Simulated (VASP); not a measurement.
# TaAg2 (P6/mmm) in VASP: further runs

TaAg2 is run at these levels: PBE; tasks: single point, relaxation of cell and atoms.

Everything below comes from runs of VASP 6.6.1. Logs are shortened: lines on timing, memory, paths and dates and some standing lists are left out, and cuts for length are marked.

## 1. The cell of the first run

The structure is hexagonal, space group P6/mmm (No. 191). Conventional cell: a = 4.705 Å, b = 4.705 Å, c = 2.727 Å, α = 90.00°, β = 90.00°, γ = 120.00°. Ta (site symmetry 6/mmm) has 2 Ta at 2.73 Å and 12 Ag at 3.04 Å within 3.6 Å. Ag (site symmetry -6m2) has 5 Ag at 2.72 to 2.73 Å and 6 Ta at 3.04 Å within 3.6 Å.

## 2. Single point, PBE

Input file INCAR:

```
PREC = Accurate
ENCUT = 520
EDIFF = 1E-7
ISMEAR = 0
SIGMA = 0.1
LREAL = F
LASPH = T
NELM = 80
ALGO = Fast
ISIF = 2
LWAVE = F
LCHARG = F
GGA = PE
NBANDS = 24
```

Input file KPOINTS:

```
Automatic mesh
0
Gamma
  12 12 16
```

Input file POSCAR:

```
TaAg2
1.0
    4.7054381388      0.0000000000      0.0000000000
   -2.3527190694      4.0750289641      0.0000000000
    0.0000000000      0.0000000000      2.7273762001
Ta Ag
1 2
Direct
    0.0000000000      0.0000000000      0.0000000000
    0.3333333333      0.6666666667      0.5000000000
    0.6666666667      0.3333333333      0.5000000000
```

Potentials or basis: VASP PAW PBE potentials, release 64 (Ta_pv, Ag).

Launch:

```console
cat potpaw_PBE.64/Ta_pv/POTCAR potpaw_PBE.64/Ag/POTCAR > POTCAR
mpirun -np 1 vasp_std > vasp.out
```

OUTCAR:

```text
PREC = Accurate
   ENCUT = 520
   EDIFF = 1E-7
   ISMEAR = 0
   LREAL = F
   LASPH = T
   NELM = 80
   ISIF = 2
   GGA = PE

 ion  position               nearest neighbor table
   1  0.000  0.000  0.000-   2 3.04   3 3.04   2 3.04   3 3.04   2 3.04   2 3.04   3 3.04   3 3.04
                             3 3.04   3 3.04   2 3.04   2 3.04
   2  0.333  0.667  0.500-   3 2.72   3 2.72   3 2.72   1 3.04   1 3.04   1 3.04   1 3.04   1 3.04
                             1 3.04
   3  0.667  0.333  0.500-   2 2.72   2 2.72   2 2.72   1 3.04   1 3.04   1 3.04   1 3.04   1 3.04
                             1 3.04

  LATTYP: Found a hexagonal cell.
 ALAT       =     4.7054381388
 C/A-ratio  =     0.5796221562

  Lattice vectors:

 A1 = (   4.7054381388,   0.0000000000,   0.0000000000)
 A2 = (  -2.3527190694,   4.0750289641,   0.0000000000)
 A3 = (   0.0000000000,   0.0000000000,   2.7273762001)

Analysis of symmetry for initial positions (statically):
=====================================================================
 Subroutine PRICEL returns:
 Original cell was already a primitive cell.

 Routine SETGRP: Setting up the symmetry group for a
 hexagonal supercell.

 Subroutine GETGRP returns: Found 24 space group operations
 (whereof 24 operations were pure point group operations)
 out of a pool of 24 trial point group operations.

The static configuration has the point symmetry D_6h.

Analysis of symmetry for dynamics (positions and initial velocities):
=====================================================================
 Subroutine PRICEL returns:
 Original cell was already a primitive cell.

 Routine SETGRP: Setting up the symmetry group for a
 hexagonal supercell.

 Subroutine GETGRP returns: Found 24 space group operations
 (whereof 24 operations were pure point group operations)
 out of a pool of 24 trial point group operations.

The dynamic configuration has the point symmetry D_6h.

 Subroutine INISYM returns: Found 24 space group operations
 (whereof 24 operations are pure point group operations),
 and found     1 'primitive' translations

----------------------------------------------------------------------------------------

                                     Primitive cell

  volume of cell :      52.2969

  direct lattice vectors                    reciprocal lattice vectors
     4.705438139  0.000000000  0.000000000     0.212520061  0.122698514  0.000000000
    -2.352719069  4.075028964  0.000000000     0.000000000  0.245397029  0.000000000
     0.000000000  0.000000000  2.727376200     0.000000000  0.000000000  0.366652756

  length of vectors
     4.705438139  4.705438139  2.727376200     0.245397029  0.245397029  0.366652756

  position of ions in fractional coordinates (direct lattice)
     0.000000000  0.000000000  0.000000000
     0.333333333  0.666666667  0.500000000
     0.666666667  0.333333333  0.500000000

  ion indices of the primitive-cell ions
   primitive index   ion index
                 1           1
                 2           2
                 3           3

----------------------------------------------------------------------------------------

 KPOINTS: Automatic mesh

Automatic generation of k-mesh.
 Grid dimensions read from file:
 generate k-points for:   12   12   16

 Generating k-lattice:

  Cartesian coordinates                     Fractional coordinates (reciprocal lattice)
     0.017710005  0.010224876  0.000000000     0.083333333  0.000000000  0.000000000
     0.000000000  0.020449752  0.000000000     0.000000000  0.083333333  0.000000000
     0.000000000  0.000000000  0.022915797     0.000000000  0.000000000  0.062500000

  Length of vectors
     0.020449752  0.020449752  0.022915797

  Shift w.r.t. Gamma in fractional coordinates (k-lattice)
     0.000000000  0.000000000  0.000000000

 Subroutine IBZKPT returns following result:
 ===========================================

 Found    171 irreducible k-points:

 Following reciprocal coordinates:
            Coordinates               Weight
  0.000000  0.000000  0.000000      1.000000
  0.083333  0.000000  0.000000      6.000000
  0.166667  0.000000  0.000000      6.000000
  0.250000  0.000000  0.000000      6.000000
  0.333333  0.000000  0.000000      6.000000
  0.416667  0.000000  0.000000      6.000000
[... 16 lines left out ...]
  0.250000  0.000000  0.062500     12.000000
  0.333333  0.000000  0.062500     12.000000
 [... further k-points ...]
   k-points           NKPTS =    171   k-points in BZ     NKDIM =    171   number of bands    NBANDS=     24
   number of dos      NEDOS =    301   number of ions     NIONS =      3
   total plane-waves  NPLWV =  25920
   dimension x,y,z NGX =    36 NGY =   36 NGZ =   20
   dimension x,y,z NGXF=    72 NGYF=   72 NGZF=   40
   ions per type =               1   2
   NGX,Y,Z   is equivalent  to a cutoff of  12.72, 12.72, 12.19 a.u.
   NGXF,Y,Z  is equivalent  to a cutoff of  25.44, 25.44, 24.38 a.u.
 SYSTEM =  unknown system
   PREC   = accura    normal or accurate (medium, high low for compatibility)
   ISTART =      0    job   : 0-new  1-cont  2-samecut
   ICHARG =      2    charge: 1-file 2-atom 10-const
   ISPIN  =      1    spin polarized calculation?
   LNONCOLLINEAR =      F non collinear calculations
   LSORBIT =      F    spin-orbit coupling
   LASPH  =      T    aspherical Exc in radial PAW
   ENCUT  =  520.0 eV  38.22 Ry    6.18 a.u.   8.75  8.75  5.07*2*pi/ulx,y,z
   NELM   =     80;   NELMIN=  2; NELMDL= -5     # of ELM steps
   EDIFF  = 0.1E-06   stopping-criterion for ELM
   LREAL  =      F    real-space projection
   EDIFFG = 0.1E-05   stopping-criterion for IOM
   NSW    =      0    number of steps for IOM
   IBRION =     -1    ionic relax: 0-MD 1-quasi-New 2-CG
   NFREE  =      0    steps in history (QN), initial steepest desc. (CG)
   ISIF   =      2    stress and relaxation
   ISYM   =      2    0-nonsym 1-usesym 2-fastsym
   POTIM  = 0.5000    time-step for ionic-motion
   TEBEG  =    0.0;   TEEND  =   0.0 temperature during run
   PSTRESS=    0.0 pullay stress
   NELECT =      33.0000    total number of electrons
   NUPDOWN=      -1.0000    fix difference up-down
   EMIN   =  10.00;   EMAX   =-10.00  energy-range for DOS
   EFERMI =   0.00;   METHOD = LEGACY
   ISMEAR =     0;   SIGMA  =   0.10  broadening in eV -4-tet -1-fermi 0-gaus
   EFERMI_NEDOS =   21; number of points for ismear=-14 and -15
   IALGO  =     68    algorithm
   IMIX   =      4    mixing-type and parameters
     AMIX     =   0.40;   BMIX     =  1.00
     AMIX_MAG =   1.60;   BMIX_MAG =  1.00
  volume/ion in A,a.u.               =      17.43       117.64
  Fermi-wavevector in a.u.,A,eV,Ry     =   1.404174  2.653504 26.826663  1.971704
  Thomas-Fermi vector in A             =   2.526762
   LORBIT       =      0    0 simple, 1 ext, 2 COOP (PROOUT), +10 PAW based schemes
   GGA     = PE    functional components
   LHFCALC =     F    Hartree Fock is set to
   AEXX    =    0.0000 exact exchange contribution
   IVDW    =     0    specifies the selected vdW correction
   LEPSILON=     F    determine dielectric tensor
   LRPA    =     F    only Hartree local field effects (RPA)
 non-spin polarized calculation
 RMM-DIIS sequential band-by-band and
 Gauss-broadening in eV      SIGMA  =   0.10
  energy-cutoff  :      520.00
  volume of cell :       52.30
 maximum number of plane-waves:      1432
 NGX is ok and might be reduce to    36
   NGX = 17   NGY = 17   NGZ = 11

 number of electron      32.9999992 magnetization

 Free energy of the ion-electron system (eV)
  ---------------------------------------------------
  ext. energy  EPLUGINS =         0.00000000
  ---------------------------------------------------
  free energy    TOTEN  =       -16.27177585 eV

  energy without entropy =      -16.26714145  energy(sigma->0) =      -16.26945865

 E-fermi :   8.1407     XC(G=0): -12.3818

 val. band max:        8.1295175120   @ k =   0.3333   0.2500   0.3750
 cond. band min:       8.1514655428   @ k =   0.5000   0.0000   0.2500
 fundamental gap:      0.0219480307
 Fermi energy:         8.1407226591

 k-point     1 :       0.0000    0.0000    0.0000
  band No.  band energies     occupation
      1     -27.1298      2.00000
      2     -27.1298      2.00000
      3     -26.1477      2.00000
      4      -0.4400      2.00000
      5       1.2726      2.00000
      6       2.0018      2.00000
[... 16 lines left out ...]
     23      15.0752      0.00000
     24      15.7772      0.00000

 k-point     2 :       0.0833    0.0000    0.0000
  band No.  band energies     occupation
      1     -27.1302      2.00000
      2     -27.1299      2.00000
      3     -26.1477      2.00000
      4      -0.3584      2.00000
      5       1.2891      2.00000
      6       1.9860      2.00000
[... 16 lines left out ...]
     23      15.3354      0.00000
     24      16.1108      0.00000

 k-point     3 :       0.1667    0.0000    0.0000
  band No.  band energies     occupation
      1     -27.1311      2.00000
      2     -27.1299      2.00000
      3     -26.1478      2.00000
      4      -0.1196      2.00000
      5       1.3366      2.00000
      6       1.9381      2.00000
[... 16 lines left out ...]
     23      15.6016      0.00000
     24      16.8499      0.00000
[... 514 lines left out ...]
 k-point    23 :       0.2500    0.0000    0.0625
  band No.  band energies     occupation
      1     -27.1272      2.00000
      2     -27.1250      2.00000
      3     -26.1954      2.00000
      4       0.3531      2.00000
      5       1.4811      2.00000
      6       1.7626      2.00000
[... 16 lines left out ...]
     23      16.0709      0.00000
     24      17.7879      0.00000

 k-point    24 :       0.3333    0.0000    0.0625
  band No.  band energies     occupation
      1     -27.1284      2.00000
      2     -27.1251      2.00000
      3     -26.1954      2.00000
      4       0.8096      2.00000
      5       1.5073      2.00000
      6       1.6173      2.00000
[... 16 lines left out ...]
     23      16.9086      0.00000
     24      18.6133      0.00000

 [... further k-points ...]

------------------------ aborting loop because EDIFF is reached ----------------------------------------

  FORCE on cell =-STRESS in cart. coord.  units (eV):
  Direction    XX          YY          ZZ          XY          YZ          ZX
  --------------------------------------------------------------------------------------
  -------------------------------------------------------------------------------------
  Total       -0.0371724     -0.0371724     -0.0657241      0.0000000     -0.0000000     -0.0000000
  in kB       -1.1388219     -1.1388219     -2.0135370      0.0000000     -0.0000000     -0.0000000
  external PRESSURE =      -1.4303936 kB  Pullay stress =       0.0000000 kB

 VOLUME and BASIS-vectors are now :
 -----------------------------------------------------------------------------
  energy-cutoff  :      520.00
  volume of cell :       52.30
      direct lattice vectors                 reciprocal lattice vectors
     4.705438139  0.000000000  0.000000000     0.212520061  0.122698514  0.000000000
    -2.352719069  4.075028964  0.000000000     0.000000000  0.245397029  0.000000000
     0.000000000  0.000000000  2.727376200     0.000000000  0.000000000  0.366652756

 POSITION                                       TOTAL-FORCE (eV/Angst)
 -----------------------------------------------------------------------------------
      0.00000      0.00000      0.00000        -0.000000      0.000000      0.000000
     -0.00000      2.71669      1.36369        -0.000000      0.000000     -0.000000
      2.35272      1.35834      1.36369         0.000000     -0.000000      0.000000
 -----------------------------------------------------------------------------------
    total drift:                                0.000000      0.000000     -0.000000

  FREE ENERGIE OF THE ION-ELECTRON SYSTEM (eV)
  ---------------------------------------------------
  free  energy   TOTEN  =       -16.2717758534 eV

  energy  without entropy=      -16.2671414519  energy(sigma->0) =      -16.26945865
```

Run time: 72 s. Hardware: 1 thread of Intel Xeon 6975P-C (Granite Rapids), shared host; peak memory 0.31 GiB.

Results:

* Free energy: -16.2718 eV
* Pressure: -0.1 GPa
* Band gap on the k mesh: zero (an odd number of electrons rules out a gap without spin polarisation)

Levels at points of the mesh, in eV from the Fermi level:
```
           k point  band 15  band 16  band 17  band 18  band 19  band 20
(0.00, 0.00, 0.00)    -2.58    -2.01    -2.01     3.54     3.54     3.86
(0.50, 0.00, 0.00)    -3.50    -2.29    -0.63     0.18     0.47     3.27
(0.00, 0.00, 0.50)    -0.47    -0.47     0.21     1.70     1.70     5.95
(0.50, 0.00, 0.50)    -1.72    -0.63     0.48     0.98     1.49     1.83
```

Caveat: spin-orbit coupling is left out, which moves the levels of the heavy elements.

## 3. Relaxation of cell and atoms, PBE

Input file INCAR:

```
SYSTEM = TaAg2
ALGO = Fast
EDIFF = 1E-7
EDIFFG = -0.01
ENCUT = 600
GGA = PE
IBRION = 2
ISIF = 3
ISMEAR = 0
LASPH = .True.
LCHARG = .False.
LREAL = .False.
LWAVE = .False.
NELM = 80
NSW = 100
PREC = Accurate
SIGMA = 0.1
```

Input file KPOINTS:

```
k-points
0
Gamma
  12 12 16
  0 0 0
```

Input file POSCAR:

```
TaAg2
1.0
    4.7093635108      0.0000000000      0.0000000000
   -2.3546817554      4.0784284360      0.0000000000
    0.0000000000      0.0000000000      2.7236076443
Ta Ag
1 2
Direct
    0.0000000000      0.0000000000      0.0000000000
    0.3333333333      0.6666666667      0.5000000000
    0.6666666667      0.3333333333      0.5000000000
```

Potentials or basis: VASP PAW PBE potentials, release 64 (Ta_pv, Ag).

Launch:

```console
cat potpaw_PBE.64/Ta_pv/POTCAR potpaw_PBE.64/Ag/POTCAR > POTCAR
mpirun -np 1 vasp_std > vasp.out
```

Run time: 3.5 min. Hardware: 1 thread of Intel Xeon 6975P-C (Granite Rapids), shared host; peak memory 0.37 GiB.

Results (log left out):

| Item | Value |
| --- | --- |
| Free energy | -16.2720 eV |
| Relaxed volume | 17.41 Å³/atom |
| Relaxed cell | a = 4.704 Å, b = 4.704 Å, c = 2.725 Å, α = 90.00°, β = 90.00°, γ = 120.00° |
| Space group after relaxing (to 0.1 Å) | P6/mmm (No. 191) |
| Energy gained by relaxing | 0.0 meV/atom |
| Ionic steps | 3 |
| Pressure after relaxing | 0.0 GPa |
| Band gap on the k mesh | zero (an odd number of electrons rules out a gap without spin polarisation) |

Step by step:
```tsv
step	energy change (eV)	largest force (eV/Å)	pressure (GPa)	volume (Å³)
1	0.0000	0.0000	-0.15	52.31
2	-0.0001	0.0000	0.14	52.19
3	-0.0001	0.0000	0.05	52.23
```

Final structure:
```cif
data_structure
_symmetry_space_group_name_H-M 'P 1'
_symmetry_Int_Tables_number 1
_cell_length_a 4.7040
_cell_length_b 4.7040
_cell_length_c 2.7255
_cell_angle_alpha 90.000
_cell_angle_beta 90.000
_cell_angle_gamma 120.000
_cell_volume 52.23
loop_
_atom_site_label
_atom_site_type_symbol
_atom_site_fract_x
_atom_site_fract_y
_atom_site_fract_z
_atom_site_occupancy
Ta1 Ta 0.00000 0.00000 0.00000 1
Ag1 Ag 0.33333 0.66667 0.50000 1
Ag2 Ag 0.66667 0.33333 0.50000 1
```

Levels at points of the mesh, in eV from the Fermi level:
| k point | band 14 | band 15 | band 16 | band 17 | band 18 | band 19 | band 20 |
| --- | --- | --- | --- | --- | --- | --- | --- |
| (0.00, 0.00, 0.00) | -4.08 | -2.59 | -2.02 | -2.02 | 3.55 | 3.55 | 3.87 |
| (0.50, 0.00, 0.00) | -3.94 | -3.51 | -2.29 | -0.63 | 0.18 | 0.47 | 3.28 |
| (0.00, 0.00, 0.50) | -3.14 | -0.48 | -0.48 | 0.22 | 1.71 | 1.71 | 5.95 |
| (0.50, 0.00, 0.50) | -2.24 | -1.72 | -0.63 | 0.48 | 0.98 | 1.49 | 1.84 |

Caveat: spin-orbit coupling is left out, which moves the levels of the heavy elements.

The gap in the log of VASP goes by the Fermi energy; the results here count the filled bands.